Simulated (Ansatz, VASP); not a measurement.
One calculation of Si, two programs

```
Si
1.0
    -3.30233    3.30240    1.90735
     3.30242   -3.30241    1.90743
     3.30254    3.30262   -1.90738
Si
4
Cartesian
  1.1809 1.1809 0.0000
  2.1217 2.1217 1.9074
  2.1216 -2.1216 1.9074
  -2.1215 2.1216 1.9074
```

Change from the starting cell: cell sheared at random, sigma 0.06, atoms nudged by 0.01 Å; relaxed back.

Alike in both runs: functional LDA; k mesh 10 × 10 × 10; occupations gaussian, width 0.03 eV; no spin polarisation.

Ansatz relaxed the structure, and its values are those at the end. VASP's run is a single point on that final structure, the one shown.

|  | VASP | Ansatz |
| --- | --- | --- |
| version | VASP 6.6.1 | Ansatz 0.2.0 |
| potentials or method | VASP PAW LDA potentials, release 64 (Si), cutoff 520 eV | scalar-relativistic, plane waves, PAW |
| valence electrons in the cell | 16 | 16 |

```csv
,VASP,Ansatz,Ansatz less VASP
gap on the k mesh at the Fermi level (eV),0.20,0.20,+0.006
least direct gap on the mesh (eV),0.27,0.27,+0.002
pressure (GPa),0.0,0.0,-0.04
```

LDA's correlation is that of Perdew and Zunger in VASP and of Perdew and Wang (1992) in Ansatz.
